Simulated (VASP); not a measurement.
# Te (P3_221) in VASP: further runs, part 2 of 2

VASP 6.6.1. The steps go on from the part before.

## Step 3: Single point, LDA

INCAR reads:

```
SYSTEM = Te
  ALGO = Normal
  EDIFF = 1E-6
  ENCUT = 520
  GGA = CA
  ISIF = 2
  ISMEAR = 0
  LASPH = .TRUE.
  LCHARG = .TRUE.
  LELF = .TRUE.
  LREAL = .FALSE.
  LVHAR = .TRUE.
  LWAVE = .FALSE.
  NBANDS = 16
  NELM = 100
  PREC = Accurate
  SIGMA = 0.01
```

KPOINTS reads:

```
k-points
0
G
  9 9 6
  0 0 0
```

POSCAR reads:

```
Te
1.0
    4.4469268669      0.0000000000      0.0000000000
   -2.2234634334      3.8511516355      0.0000000000
    0.0000000000      0.0000000000      5.9149200000
Te
3
Direct
    0.2690000000      0.0000000000      0.1666666667
    0.0000000000      0.2690000000      0.8333333333
    0.7310000000      0.7310000000      0.5000000000
```

Potentials or basis: VASP PAW LDA potentials, release 64 (Te).

Command:

```
$ cat potpaw_LDA.64/Te/POTCAR > POTCAR
$ mpirun -np 1 vasp_std > vasp.out
```

OUTCAR:

```text
SYSTEM = Te
   EDIFF = 1E-6
   ENCUT = 520
   GGA = CA
   ISIF = 2
   ISMEAR = 0
   LASPH = .TRUE.
   LREAL = .FALSE.
   NELM = 100
   PREC = Accurate

 ion  position               nearest neighbor table
   1  0.269  0.000  0.167-   3 2.86   2 2.86   3 3.46   3 3.46   2 3.46   2 3.46
   2  0.000  0.269  0.833-   3 2.86   1 2.86   3 3.46   3 3.46   1 3.46   1 3.46
   3  0.731  0.731  0.500-   2 2.86   1 2.86   2 3.46   1 3.46   1 3.46   2 3.46

  LATTYP: Found a hexagonal cell.
 ALAT       =     4.4469268669
 C/A-ratio  =     1.3301140714

  Lattice vectors:

 A1 = (   4.4469268669,   0.0000000000,   0.0000000000)
 A2 = (  -2.2234634334,   3.8511516355,   0.0000000000)
 A3 = (   0.0000000000,   0.0000000000,   5.9149200000)

Analysis of symmetry for initial positions (statically):
=====================================================================
 Subroutine PRICEL returns:
 Original cell was already a primitive cell.

 Routine SETGRP: Setting up the symmetry group for a
 hexagonal supercell.

 Subroutine GETGRP returns: Found  6 space group operations
[... 165 lines left out ...]
  ---------------------------------------------------
  free energy    TOTEN  =       -11.35368637 eV

  energy without entropy =      -11.35368637  energy(sigma->0) =      -11.35368637

 E-fermi :   5.9269     XC(G=0):  -9.3259

 val. band max:        5.8682012670   @ k =   0.3333   0.3333   0.5000
 cond. band min:       5.9818077520   @ k =   0.3333   0.3333   0.5000
 fundamental gap:      0.1136064850
 Fermi energy:         5.9269363137

 k-point     1 :       0.0000    0.0000    0.0000
  band No.  band energies     occupation
      1      -7.8164      2.00000
      2      -4.5047      2.00000
      3      -4.5047      2.00000
      4       2.7885      2.00000
      5       3.0985      2.00000
      6       3.0985      2.00000
[... 433 lines left out ...]
      3      -4.0414      2.00000
      4       1.3120      2.00000
      5       1.7358      2.00000
      6       2.7511      2.00000
[... 8 lines left out ...]
     15      12.4405      0.00000
     16      12.7993      0.00000

 [... further k-points ...]
[... 5 lines left out ...]
  --------------------------------------------------------------------------------------
  -------------------------------------------------------------------------------------
  Total       -1.0654530     -1.0654530     -0.9470061     -0.0000000      0.0000000     -0.0000000
  in kB      -16.8517654    -16.8517654    -14.9783468     -0.0000000      0.0000000     -0.0000000
  external PRESSURE =     -16.2272925 kB  Pullay stress =       0.0000000 kB

 VOLUME and BASIS-vectors are now :
 -----------------------------------------------------------------------------
  energy-cutoff  :      520.00
  volume of cell :      101.30
      direct lattice vectors                 reciprocal lattice vectors
     4.446926867  0.000000000  0.000000000     0.224874398  0.129831294  0.000000000
    -2.223463433  3.851151635  0.000000000     0.000000000  0.259662588  0.000000000
     0.000000000  0.000000000  5.914920000     0.000000000  0.000000000  0.169063994

 POSITION                                       TOTAL-FORCE (eV/Angst)
 -----------------------------------------------------------------------------------
      1.19622      0.00000      0.98582         0.110782      0.000000     -0.000000
     -0.59811      1.03596      4.92910        -0.055391      0.095940      0.000000
      1.62535      2.81519      2.95746        -0.055391     -0.095940      0.000000
 -----------------------------------------------------------------------------------
    total drift:                               -0.000000      0.000000      0.000000

  FREE ENERGIE OF THE ION-ELECTRON SYSTEM (eV)
  ---------------------------------------------------
  free  energy   TOTEN  =       -11.3536863710 eV

  energy  without entropy=      -11.3536863710  energy(sigma->0) =      -11.35368637
```

stdout:

```text
POSCAR found type information on POSCAR Te
 POSCAR found :  1 types and       3 ions
 scaLAPACK will be used
 LDA part: xc-table for (Slater(with rela. corr.)+CA(PZ))
 , standard interpolation
 POSCAR, INCAR and KPOINTS ok, starting setup
 FFT: planning ... GRIDC
 FFT: planning ... GRID_SOFT
 FFT: planning ... GRID
 WAVECAR not read
 entering main loop
```

Wall time 32 s (1 thread of Intel Xeon 6975P-C (Granite Rapids), shared host); peak memory 0.24 GiB.

What came out:

* Free energy: -11.3537 eV
* Pressure: -1.6 GPa
* Largest force: 0.111 eV/Å
* Band gap on the k mesh: 0.11 eV, direct

Forces in eV/Å, atoms in the order of the input:
```
Te   0.111  0.000  0.000
Te  -0.055  0.096  0.000
Te  -0.055 -0.096  0.000
```

Levels at points of the mesh, in eV from the valence-band top:
```tsv
k point	band 7	band 8	band 9	band 10	band 11	band 12
(0.00, 0.00, 0.00)	-1.69	-1.69	-0.85	0.97	0.97	1.56
(0.00, 0.00, 0.50)	-1.32	-1.03	-1.03	0.42	0.42	0.44
```

Caveat: spin-orbit coupling is left out, which moves the levels of the heavy elements. A k mesh can miss the band edges.

## Step 4: Single point, PBEsol

INCAR reads:

```
PREC     = Accurate       # precision mode
ENCUT    = 520            # plane-wave cutoff, eV
EDIFF    = 1E-7           # SCF threshold, eV
ISMEAR   = 0              # smearing method
SIGMA    = 0.01           # smearing width, eV
LREAL    = F              # projectors in reciprocal space
LASPH    = T              # aspherical terms in the spheres
NELM     = 60             # most SCF steps
ALGO     = Normal         # electronic algorithm
ISIF     = 2              # what is computed and relaxed
LWAVE    = F              # write WAVECAR
LCHARG   = T              # write CHGCAR
GGA      = PS             # functional
LELF     = T              # ELF
LVHAR    = T            
NBANDS   = 16             # bands
```

KPOINTS reads:

```
regular mesh
0
Gamma
  9 9 6
```

POSCAR is that of step 3.

Potentials or basis: VASP PAW PBE potentials, release 64 (Te).

Command:

```
$ cat potpaw_PBE.64/Te/POTCAR > POTCAR
$ mpirun -np 1 vasp_std > vasp.out
```

OUTCAR:

```text
PREC = Accurate
   ENCUT = 520
   EDIFF = 1E-7
   ISMEAR = 0
   LREAL = F
   LASPH = T
   NELM = 60
   ISIF = 2
   GGA = PS

 ion  position               nearest neighbor table
   1  0.269  0.000  0.167-   3 2.86   2 2.86   3 3.46   3 3.46   2 3.46   2 3.46
   2  0.000  0.269  0.833-   3 2.86   1 2.86   3 3.46   3 3.46   1 3.46   1 3.46
   3  0.731  0.731  0.500-   2 2.86   1 2.86   2 3.46   1 3.46   1 3.46   2 3.46

  LATTYP: Found a hexagonal cell.
 ALAT       =     4.4469268669
 C/A-ratio  =     1.3301140714

  Lattice vectors:

 A1 = (   4.4469268669,   0.0000000000,   0.0000000000)
 A2 = (  -2.2234634334,   3.8511516355,   0.0000000000)
 A3 = (   0.0000000000,   0.0000000000,   5.9149200000)

Analysis of symmetry for initial positions (statically):
=====================================================================
 Subroutine PRICEL returns:
 Original cell was already a primitive cell.

 Routine SETGRP: Setting up the symmetry group for a
 hexagonal supercell.

[... 165 lines left out ...]
  ext. energy  EPLUGINS =         0.00000000
  ---------------------------------------------------
  free energy    TOTEN  =       -10.54904496 eV

  energy without entropy =      -10.54904496  energy(sigma->0) =      -10.54904496

 E-fermi :   5.9614     XC(G=0):  -9.2487

 val. band max:        5.8888272841   @ k =   0.3333   0.3333   0.5000
 cond. band min:       6.0191423297   @ k =   0.3333   0.3333   0.5000
 fundamental gap:      0.1303150456
 Fermi energy:         5.9613935409

 k-point     1 :       0.0000    0.0000    0.0000
  band No.  band energies     occupation
      1      -7.7948      2.00000
      2      -4.4655      2.00000
      3      -4.4655      2.00000
      4       2.7974      2.00000
      5       3.1184      2.00000
      6       3.1184      2.00000
[... 433 lines left out ...]
      3      -3.9965      2.00000
      4       1.3123      2.00000
      5       1.7391      2.00000
      6       2.7593      2.00000
[... 8 lines left out ...]
     15      12.4580      0.00000
     16      12.8210      0.00000

 [... further k-points ...]
[... 5 lines left out ...]
  --------------------------------------------------------------------------------------
  -------------------------------------------------------------------------------------
  Total       -0.4958397     -0.4958397     -0.2382433     -0.0000000      0.0000000     -0.0000000
  in kB       -7.8424610     -7.8424610     -3.7681819     -0.0000000      0.0000000     -0.0000000
  external PRESSURE =      -6.4843680 kB  Pullay stress =       0.0000000 kB

 VOLUME and BASIS-vectors are now :
 -----------------------------------------------------------------------------
  energy-cutoff  :      520.00
  volume of cell :      101.30
      direct lattice vectors                 reciprocal lattice vectors
     4.446926867  0.000000000  0.000000000     0.224874398  0.129831294  0.000000000
    -2.223463433  3.851151635  0.000000000     0.000000000  0.259662588  0.000000000
     0.000000000  0.000000000  5.914920000     0.000000000  0.000000000  0.169063994

 POSITION                                       TOTAL-FORCE (eV/Angst)
 -----------------------------------------------------------------------------------
      1.19622      0.00000      0.98582         0.153607     -0.000000     -0.000000
     -0.59811      1.03596      4.92910        -0.076803      0.133027      0.000000
      1.62535      2.81519      2.95746        -0.076803     -0.133027      0.000000
 -----------------------------------------------------------------------------------
    total drift:                               -0.000000      0.000000      0.000000

  FREE ENERGIE OF THE ION-ELECTRON SYSTEM (eV)
  ---------------------------------------------------
  free  energy   TOTEN  =       -10.5490449620 eV

  energy  without entropy=      -10.5490449620  energy(sigma->0) =      -10.54904496
```

OSZICAR:

```text
N       E                     dE             d eps       ncg     rms          rms(c)
DAV:   1     0.713819547867E+02    0.71382E+02   -0.65551E+03  1984   0.902E+02
DAV:   2    -0.595606383962E+01   -0.77338E+02   -0.73605E+02  2664   0.134E+02
DAV:   3    -0.105039035534E+02   -0.45478E+01   -0.45285E+01  2448   0.367E+01
DAV:   4    -0.105829844914E+02   -0.79081E-01   -0.79073E-01  2968   0.557E+00
DAV:   5    -0.105843610736E+02   -0.13766E-02   -0.13766E-02  2624   0.643E-01    0.128E+01
DAV:   6    -0.105585130647E+02    0.25848E-01   -0.16585E-02  2584   0.738E-01    0.805E+00
DAV:   7    -0.105497337091E+02    0.87794E-02   -0.36360E-02  2272   0.107E+00    0.298E-01
DAV:   8    -0.105490224903E+02    0.71122E-03   -0.65724E-03  2280   0.443E-01    0.131E-01
DAV:   9    -0.105490415938E+02   -0.19104E-04   -0.18108E-04  2944   0.856E-02    0.995E-02
DAV:  10    -0.105490499535E+02   -0.83597E-05   -0.26752E-05  2472   0.320E-02    0.142E-02
DAV:  11    -0.105490450044E+02    0.49492E-05   -0.10519E-05  2424   0.196E-02    0.576E-03
DAV:  12    -0.105490449237E+02    0.80702E-07   -0.13650E-06  2808   0.666E-03    0.280E-03
DAV:  13    -0.105490449620E+02   -0.38340E-07   -0.15920E-07  2192   0.221E-03
   1 F= -.10549045E+02 E0= -.10549045E+02  d E =-.762841E-19
```

stdout:

```text
POSCAR found type information on POSCAR Te
 POSCAR found :  1 types and       3 ions
 scaLAPACK will be used
 -----------------------------------------------------------------------------
|                                                                             |
|                                                                             |
|     You enforced a specific xc type in the INCAR file but a different       |
|     I HOPE YOU KNOW WHAT YOU ARE DOING!                                     |
|                                                                             |
 -----------------------------------------------------------------------------

 LDA part: xc-table for (Slater+PW92), standard interpolation
 POSCAR, INCAR and KPOINTS ok, starting setup
 FFT: planning ... GRIDC
 FFT: planning ... GRID_SOFT
 FFT: planning ... GRID
 WAVECAR not read
 entering main loop
```

Run time: 33 s. Hardware: 1 thread of Intel Xeon 6975P-C (Granite Rapids), shared host; peak memory 0.27 GiB.

Results:

```yaml
Free_energy: -10.5490 eV
Pressure: -0.6 GPa
Largest_force: 0.154 eV/Å
Band_gap_on_the_k_mesh: 0.13 eV, direct
```

Forces on the atoms (eV/Å):
```
Te   0.154  0.000  0.000
Te  -0.077  0.133  0.000
Te  -0.077 -0.133  0.000
```

Caveat: the PAW data sets were made with another functional, which shifts forces and pressure a little; spin-orbit coupling is left out, which moves the levels of the heavy elements. A k mesh can miss the band edges.

## Step 5: Single point, r2SCAN

POSCAR is that of step 4.

INCAR.step1 reads:

```
SYSTEM = Te
PREC = Accurate ; ENCUT = 520
ISMEAR = 0 ; SIGMA = 0.01
LREAL = .FALSE. ; LASPH = .TRUE.
NELM = 100 ; NBANDS = 16
GGA = PE ; ALGO = Normal
EDIFF = 1E-4 ; LWAVE = .TRUE.
LCHARG = .FALSE.
```

INCAR.step2 reads:

```
SYSTEM = Te
PREC = Accurate ; ENCUT = 520
EDIFF = 1E-6 ; ISMEAR = 0
SIGMA = 0.01 ; LREAL = .FALSE.
LASPH = .TRUE. ; NELM = 100
ALGO = Normal ; ISIF = 2
LWAVE = .FALSE. ; LCHARG = .TRUE.
METAGGA = R2SCAN ; LMIXTAU = .TRUE.
LELF = .TRUE. ; LVHAR = .TRUE.
NBANDS = 16 ; ISTART = 1
```

KPOINTS reads:

```
Automatic mesh
0
G
  9 9 6
  0 0 0
```

Command:

```
$ cat potpaw_PBE.64/Te/POTCAR > POTCAR
$ cp INCAR.step1 INCAR
$ mpirun -np 1 vasp_std > vasp.out
$ cp INCAR.step2 INCAR
$ mpirun -np 1 vasp_std > vasp.out
```

It took 9 min on 1 thread of Oxide Virtual Turin-like, shared host; peak memory 0.26 GiB.

Results (log left out):

```
Free energy            : -76.2208 eV
Pressure               : 1.2 GPa
Largest force          : 0.034 eV/Å
Band gap on the k mesh : 0.33 eV, direct
```

Forces on the atoms (eV/Å):
```
Te  -0.034  0.000  0.000
Te   0.017 -0.030  0.000
Te   0.017  0.030  0.000
```

Stress tensor (GPa, compression positive):
```
1.10 0.00 0.00
0.00 1.10 0.00
0.00 0.00 1.28
```

Levels at points of the mesh, in eV from the valence-band top:
| k point | band 6 | band 7 | band 8 | band 9 | band 10 | band 11 | band 12 | band 13 |
| --- | --- | --- | --- | --- | --- | --- | --- | --- |
| (0.00, 0.00, 0.00) | -2.87 | -1.77 | -1.77 | -0.95 | 1.11 | 1.11 | 1.75 | 5.33 |
| (0.00, 0.00, 0.50) | -2.85 | -1.47 | -1.11 | -1.11 | 0.53 | 0.67 | 0.67 | 4.37 |

Caveat: the PAW data sets were made with another functional, which shifts forces and pressure a little; spin-orbit coupling is left out, which moves the levels of the heavy elements.

## Step 6: The runs side by side

```csv
level,potentials or basis,gap on the mesh (eV),pressure (GPa),largest force (eV/Å)
PBE,"VASP PAW PBE potentials, release 64 (Te)",0.17,1.7,0.19
LDA,"VASP PAW LDA potentials, release 64 (Te)",0.11,-1.6,0.11
PBEsol,"VASP PAW PBE potentials, release 64 (Te)",0.13,-0.6,0.15
r2SCAN,"VASP PAW PBE potentials, release 64 (Te)",0.33,1.2,0.03
```

Alike in all rows: task single point; no spin polarisation; cell as given; k mesh 9 × 9 × 6; cutoff (eV) 520; smearing gaussian 0.01 eV.

Caveats: spin-orbit coupling is left out, which moves the levels of the heavy elements; the PAW data sets were made with another functional, which shifts forces and pressure a little (some runs).

Absolute energies hang on the potentials; compare differences alone.
